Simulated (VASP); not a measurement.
# B5As4 in VASP: relaxation of the atoms with PBE

Aim: the relaxation of the atoms of B5As4 with PBE.

Program: VASP 6.6.1. These are calculated values, not measurements. Logs are shortened: lines on timing, memory, paths and dates and some standing lists are left out, and cuts for length are marked.

## (1) The cell of the first run

The cell holds a slab with vacuum, 9 atoms: a = 3.400 Å, b = 3.400 Å, c = 24.618 Å, α = 90.00°, β = 90.00°, γ = 90.00°.

## (2) Relaxation of the atoms, PBE

The input, INCAR:

```
PREC     = Accurate       # precision mode
ENCUT    = 520            # plane-wave cutoff, eV
EDIFF    = 1E-7           # SCF threshold, eV
ISMEAR   = 0              # smearing method
SIGMA    = 0.05           # smearing width, eV
LREAL    = F              # projectors in reciprocal space
LASPH    = T              # aspherical terms in the spheres
NELM     = 80             # most SCF steps
ALGO     = Normal         # electronic algorithm
ISIF     = 2              # what is computed and relaxed
LWAVE    = F              # write WAVECAR
LCHARG   = F              # write CHGCAR
LDIPOL   = T            
IDIPOL   = 3            
DIPOL    = 0.5 0.5 0.500
GGA      = PE             # functional
IBRION   = 2              # ionic algorithm
NSW      = 80             # ionic steps
EDIFFG   = -0.02          # ionic threshold
```

The input, KPOINTS:

```
Automatic mesh
0
Gamma
  8 8 1
```

The input, POSCAR:

```
B5As4
1.0
    3.4003508741      0.0000000000      0.0000000000
    0.0000000000      3.4003508741      0.0000000000
    0.0000000000      0.0000000000     24.6176446460
B As
5 4
Direct
    0.5000000000      0.5000000000      0.3046595281
    0.0000000000      0.0000000000      0.4023297640
    0.5000000000      0.5000000000      0.5000000000
    0.0000000000      0.0000000000      0.5976702360
    0.5000000000      0.5000000000      0.6953404719
    0.5000000000      0.0000000000      0.3534946461
    0.0000000000      0.5000000000      0.4511648820
    0.5000000000      0.0000000000      0.5488351180
    0.0000000000      0.5000000000      0.6465053539
```

Potentials or basis: VASP PAW PBE potentials, release 64 (B, As).

On the command line:

```
$ cat potpaw_PBE.64/B/POTCAR potpaw_PBE.64/As/POTCAR > POTCAR
$ mpirun -np 1 vasp_std > vasp.out
```

OUTCAR:

```text
PREC = Accurate
   ENCUT = 520
   EDIFF = 1E-7
   ISMEAR = 0
   LREAL = F
   LASPH = T
   NELM = 80
   ISIF = 2
   GGA = PE
   IBRION = 2
   NSW = 80
   EDIFFG = -0.02

 ion  position               nearest neighbor table
   1  0.500  0.500  0.305-   6 2.08   6 2.08
   2  0.000  0.000  0.402-   6 2.08   6 2.08   7 2.08   7 2.08
   3  0.500  0.500  0.500-   7 2.08   8 2.08   8 2.08   7 2.08
   4  0.000  0.000  0.598-   9 2.08   9 2.08   8 2.08   8 2.08
   5  0.500  0.500  0.695-   9 2.08   9 2.08
   6  0.500  0.000  0.353-   2 2.08   2 2.08   1 2.08   1 2.08
   7  0.000  0.500  0.451-   2 2.08   3 2.08   2 2.08   3 2.08
   8  0.500  0.000  0.549-   3 2.08   4 2.08   3 2.08   4 2.08
   9  0.000  0.500  0.647-   4 2.08   4 2.08   5 2.08   5 2.08

  LATTYP: Found a simple tetragonal cell.
 ALAT       =     3.4003508741
 C/A-ratio  =     7.2397365912

  Lattice vectors:

 A1 = (   3.4003508741,   0.0000000000,   0.0000000000)
 A2 = (   0.0000000000,   3.4003508741,   0.0000000000)
 A3 = (   0.0000000000,   0.0000000000,  24.6176446460)

Analysis of symmetry for initial positions (statically):
=====================================================================
 Subroutine PRICEL returns:
 Original cell was already a primitive cell.

 Routine SETGRP: Setting up the symmetry group for a
 simple tetragonal supercell.

 Subroutine GETGRP returns: Found  8 space group operations
 (whereof  8 operations were pure point group operations)
 out of a pool of 16 trial point group operations.

The static configuration has the point symmetry D_2d.

Analysis of symmetry for dynamics (positions and initial velocities):
=====================================================================
 Subroutine PRICEL returns:
 Original cell was already a primitive cell.

 Routine SETGRP: Setting up the symmetry group for a
 simple tetragonal supercell.

 Subroutine GETGRP returns: Found  8 space group operations
 (whereof  8 operations were pure point group operations)
 out of a pool of 16 trial point group operations.

The dynamic configuration has the point symmetry D_2d.

 Subroutine INISYM returns: Found  8 space group operations
 (whereof  8 operations are pure point group operations),
 and found     1 'primitive' translations

----------------------------------------------------------------------------------------

                                     Primitive cell

  volume of cell :     284.6387

  direct lattice vectors                    reciprocal lattice vectors
     3.400350874  0.000000000  0.000000000     0.294087298  0.000000000  0.000000000
     0.000000000  3.400350874  0.000000000     0.000000000  0.294087298  0.000000000
     0.000000000  0.000000000 24.617644646     0.000000000  0.000000000  0.040621270

  length of vectors
     3.400350874  3.400350874 24.617644646     0.294087298  0.294087298  0.040621270

  position of ions in fractional coordinates (direct lattice)
     0.500000000  0.500000000  0.304659528
     0.000000000  0.000000000  0.402329764
     0.500000000  0.500000000  0.500000000
     0.000000000  0.000000000  0.597670236
     0.500000000  0.500000000  0.695340472
     0.500000000  0.000000000  0.353494646
     0.000000000  0.500000000  0.451164882
     0.500000000  0.000000000  0.548835118
     0.000000000  0.500000000  0.646505354

  ion indices of the primitive-cell ions
   primitive index   ion index
                 1           1
                 2           2
                 3           3
                 4           4
                 5           5
                 6           6
                 7           7
                 8           8
                 9           9

----------------------------------------------------------------------------------------

 KPOINTS: Automatic mesh

Automatic generation of k-mesh.
 Grid dimensions read from file:
 generate k-points for:    8    8    1

 Generating k-lattice:

  Cartesian coordinates                     Fractional coordinates (reciprocal lattice)
     0.036760912  0.000000000  0.000000000     0.125000000  0.000000000  0.000000000
     0.000000000  0.036760912  0.000000000     0.000000000  0.125000000  0.000000000
     0.000000000  0.000000000  0.040621270     0.000000000  0.000000000  1.000000000

  Length of vectors
     0.036760912  0.036760912  0.040621270

  Shift w.r.t. Gamma in fractional coordinates (k-lattice)
     0.000000000  0.000000000  0.000000000

 Subroutine IBZKPT returns following result:
 ===========================================

 Found     15 irreducible k-points:

 Following reciprocal coordinates:
            Coordinates               Weight
  0.000000  0.000000  0.000000      1.000000
  0.125000  0.000000  0.000000      4.000000
  0.250000  0.000000  0.000000      4.000000
  0.375000  0.000000  0.000000      4.000000
  0.500000  0.000000  0.000000      2.000000
  0.125000  0.125000  0.000000      4.000000
  0.250000  0.125000  0.000000      8.000000
  0.375000  0.125000  0.000000      8.000000
  0.500000  0.125000  0.000000      4.000000
  0.250000  0.250000  0.000000      4.000000
  0.375000  0.250000  0.000000      8.000000
  0.500000  0.250000  0.000000      4.000000
  0.375000  0.375000  0.000000      4.000000
  0.500000  0.375000  0.000000      4.000000
  0.500000  0.500000  0.000000      1.000000
   k-points           NKPTS =     15   k-points in BZ     NKDIM =     15   number of bands    NBANDS=     22
   number of dos      NEDOS =    301   number of ions     NIONS =      9
   total plane-waves  NPLWV = 150528
   dimension x,y,z NGX =    28 NGY =   28 NGZ =  192
   dimension x,y,z NGXF=    56 NGYF=   56 NGZF=  384
   ions per type =               5   4
   NGX,Y,Z   is equivalent  to a cutoff of  13.69, 13.69, 12.97 a.u.
   NGXF,Y,Z  is equivalent  to a cutoff of  27.38, 27.38, 25.93 a.u.
 SYSTEM =  unknown system
   PREC   = accura    normal or accurate (medium, high low for compatibility)
   ISTART =      0    job   : 0-new  1-cont  2-samecut
   ICHARG =      2    charge: 1-file 2-atom 10-const
   ISPIN  =      1    spin polarized calculation?
   LNONCOLLINEAR =      F non collinear calculations
   LSORBIT =      F    spin-orbit coupling
   LASPH  =      T    aspherical Exc in radial PAW
   ENCUT  =  520.0 eV  38.22 Ry    6.18 a.u.   6.32  6.32 45.77*2*pi/ulx,y,z
   NELM   =     80;   NELMIN=  2; NELMDL= -5     # of ELM steps
   EDIFF  = 0.1E-06   stopping-criterion for ELM
   LREAL  =      F    real-space projection
   EDIFFG = -.2E-01   stopping-criterion for IOM
   NSW    =     80    number of steps for IOM
   IBRION =      2    ionic relax: 0-MD 1-quasi-New 2-CG
   NFREE  =      1    steps in history (QN), initial steepest desc. (CG)
   ISIF   =      2    stress and relaxation
   ISYM   =      2    0-nonsym 1-usesym 2-fastsym
   POTIM  = 0.5000    time-step for ionic-motion
   TEBEG  =    0.0;   TEEND  =   0.0 temperature during run
   PSTRESS=    0.0 pullay stress
   NELECT =      35.0000    total number of electrons
   NUPDOWN=      -1.0000    fix difference up-down
   EMIN   =  10.00;   EMAX   =-10.00  energy-range for DOS
   EFERMI =   0.00;   METHOD = LEGACY
   ISMEAR =     0;   SIGMA  =   0.05  broadening in eV -4-tet -1-fermi 0-gaus
   EFERMI_NEDOS =   21; number of points for ismear=-14 and -15
   IALGO  =     38    algorithm
   IMIX   =      4    mixing-type and parameters
     AMIX     =   0.40;   BMIX     =  1.00
     AMIX_MAG =   1.60;   BMIX_MAG =  1.00
  volume/ion in A,a.u.               =      31.63       213.43
  Fermi-wavevector in a.u.,A,eV,Ry     =   0.814078  1.538385  9.016901  0.662724
  Thomas-Fermi vector in A             =   1.923920
   LORBIT       =      0    0 simple, 1 ext, 2 COOP (PROOUT), +10 PAW based schemes
   GGA     = PE    functional components
   LHFCALC =     F    Hartree Fock is set to
   AEXX    =    0.0000 exact exchange contribution
   IVDW    =     0    specifies the selected vdW correction
   LEPSILON=     F    determine dielectric tensor
   LRPA    =     F    only Hartree local field effects (RPA)
 conjugate gradient relaxation of ions
 non-spin polarized calculation
 Gauss-broadening in eV      SIGMA  =   0.05
  energy-cutoff  :      520.00
  volume of cell :      284.64
 maximum number of plane-waves:      7708
 NGX is ok and might be reduce to    28
   NGX = 13   NGY = 13   NGZ = 91

--------------------------------------- Ionic step        1  -------------------------------------------

 number of electron      35.0000001 magnetization

 Free energy of the ion-electron system (eV)
  ---------------------------------------------------
  ext. energy  EPLUGINS =         0.00000000
  ---------------------------------------------------
  free energy    TOTEN  =       -45.35904029 eV

  energy without entropy =      -45.34815644  energy(sigma->0) =      -45.35359836

------------------------ aborting loop because EDIFF is reached ----------------------------------------

  FORCE on cell =-STRESS in cart. coord.  units (eV):
  Direction    XX          YY          ZZ          XY          YZ          ZX
  --------------------------------------------------------------------------------------
  -------------------------------------------------------------------------------------
  Total       -1.0074184     -1.0074184     -2.6518233      0.0000000      0.0000000      0.0000000
  in kB       -5.6705671     -5.6705671    -14.9266106      0.0000000      0.0000000      0.0000000
  external PRESSURE =      -8.7559149 kB  Pullay stress =       0.0000000 kB
[... 110 lines left out ...]
  FREE ENERGIE OF THE ION-ELECTRON SYSTEM (eV)
  ---------------------------------------------------
  free  energy   TOTEN  =       -45.5510987744 eV

  energy  without entropy=      -45.5419705350  energy(sigma->0) =      -45.54653465

[... ionic steps 4 to 10 ...]

--------------------------------------- Ionic step       11  -------------------------------------------

 number of electron      35.0000001 magnetization

------------------------ aborting loop because EDIFF is reached ----------------------------------------
[... 38 lines left out ...]
--------------------------------------- Ionic step       12  -------------------------------------------

 number of electron      35.0000001 magnetization

 dipolmoment           0.000000      0.000000     -0.000000 electrons x Angstroem

------------------------ aborting loop because EDIFF is reached ----------------------------------------

  FORCE on cell =-STRESS in cart. coord.  units (eV):
  Direction    XX          YY          ZZ          XY          YZ          ZX
  --------------------------------------------------------------------------------------
  -------------------------------------------------------------------------------------
  Total       -0.2729999     -0.2729999     -0.0071110      0.0000000      0.0000000      0.0000000
  in kB       -1.5366649     -1.5366649     -0.0400266      0.0000000      0.0000000      0.0000000
  external PRESSURE =      -1.0377854 kB  Pullay stress =       0.0000000 kB
[... 30 lines left out ...]
--------------------------------------- Ionic step       13  -------------------------------------------

 number of electron      35.0000001 magnetization

 dipolmoment           0.000000      0.000000      0.000000 electrons x Angstroem

 Free energy of the ion-electron system (eV)
  ---------------------------------------------------
  ext. energy  EPLUGINS =         0.00000000
  ---------------------------------------------------
  free energy    TOTEN  =       -45.58069620 eV

  energy without entropy =      -45.57128061  energy(sigma->0) =      -45.57598840

 E-fermi :  -0.5738     XC(G=0):  -5.2397

 val. band max:       -0.5780622902   @ k =   0.2500   0.2500   0.0000
 cond. band min:      -0.5253356919   @ k =   0.3750   0.0000   0.0000
 fundamental gap:      0.0527265983
 Fermi energy:        -0.5737713928

 k-point     1 :       0.0000    0.0000    0.0000
  band No.  band energies     occupation
      1     -15.9018      2.00000
      2     -15.2184      2.00000
      3     -14.1805      2.00000
      4     -12.9022      2.00000
      5      -8.8393      2.00000
      6      -7.1530      2.00000
[... 364 lines left out ...]
     21       1.3571      0.00000
     22       1.9474      0.00000

------------------------ aborting loop because EDIFF is reached ----------------------------------------

 vacuum level on the upper side and lower side of the slab       (xc-potential included)        -0.164        -0.164

  FORCE on cell =-STRESS in cart. coord.  units (eV):
  Direction    XX          YY          ZZ          XY          YZ          ZX
  --------------------------------------------------------------------------------------
  -------------------------------------------------------------------------------------
  Total       -0.3006328     -0.3006328     -0.0531226      0.0000000      0.0000000      0.0000000
  in kB       -1.6922051     -1.6922051     -0.2990168      0.0000000      0.0000000      0.0000000
  external PRESSURE =      -1.2278090 kB  Pullay stress =       0.0000000 kB
[... 24 lines left out ...]
  FREE ENERGIE OF THE ION-ELECTRON SYSTEM (eV)
  ---------------------------------------------------
  free  energy   TOTEN  =       -45.5806961995 eV

  energy  without entropy=      -45.5712806099  energy(sigma->0) =      -45.57598840

 reached required accuracy - stopping structural energy minimisation

 vacuum level on the upper side and lower side of the slab         4.762         4.762
```

It took 26 min on 1 thread of Oxide Virtual Turin-like, shared host; peak memory 0.43 GiB.

What came out:

```yaml
Free_energy: -45.5807 eV
Energy_gained_by_relaxing: 24.6 meV/atom
Ionic_steps: 13
Largest_force_after_relaxing: 0.011 eV/Å
Band_gap_on_the_k_mesh: zero (an odd number of electrons rules out a gap without spin polarisation)
```

Forces on the atoms (eV/Å):
```
B    0.000  0.000  0.003
B    0.000  0.000 -0.006
B    0.000  0.000  0.000
B    0.000  0.000  0.006
B    0.000  0.000 -0.003
As   0.000  0.000  0.007
As   0.000  0.000 -0.011
As   0.000  0.000  0.011
As   0.000  0.000 -0.007
```

Step by step:
| step | energy change (eV) | largest force (eV/Å) | pressure (GPa) |
| --- | --- | --- | --- |
| 1 | 0.0000 | 1.2855 | -0.88 |
| 2 | -0.1848 | 0.4698 | -0.80 |
| 3 | -0.1921 | 0.4417 | -0.73 |
| 4 | -0.2121 | 0.1483 | -0.59 |
| 5 | -0.2136 | 0.1671 | -0.52 |
| 6 | -0.2166 | 0.0604 | -0.46 |
| 7 | -0.2166 | 0.0677 | -0.46 |
| 8 | -0.2178 | 0.0595 | -0.42 |
| 9 | -0.2203 | 0.0390 | -0.30 |
| 10 | -0.2212 | 0.0401 | -0.05 |
| 11 | -0.2215 | 0.0315 | -0.14 |
| 12 | -0.2216 | 0.0339 | -0.10 |
| 13 | -0.2217 | 0.0111 | -0.12 |

Final structure:
```cif
data_structure
_symmetry_space_group_name_H-M 'P 1'
_symmetry_Int_Tables_number 1
_cell_length_a 3.4004
_cell_length_b 3.4004
_cell_length_c 24.6176
_cell_angle_alpha 90.000
_cell_angle_beta 90.000
_cell_angle_gamma 90.000
_cell_volume 284.64
loop_
_atom_site_label
_atom_site_type_symbol
_atom_site_fract_x
_atom_site_fract_y
_atom_site_fract_z
_atom_site_occupancy
B1 B 0.50000 0.50000 0.31026 1
B2 B 0.00000 0.00000 0.40255 1
B3 B 0.50000 0.50000 0.50000 1
B4 B 0.00000 0.00000 0.59745 1
B5 B 0.50000 0.50000 0.68974 1
As1 As 0.50000 0.00000 0.35207 1
As2 As 0.00000 0.50000 0.45091 1
As3 As 0.50000 0.00000 0.54909 1
As4 As 0.00000 0.50000 0.64793 1
```

The gap in the log of VASP goes by the Fermi energy; the results here count the filled bands.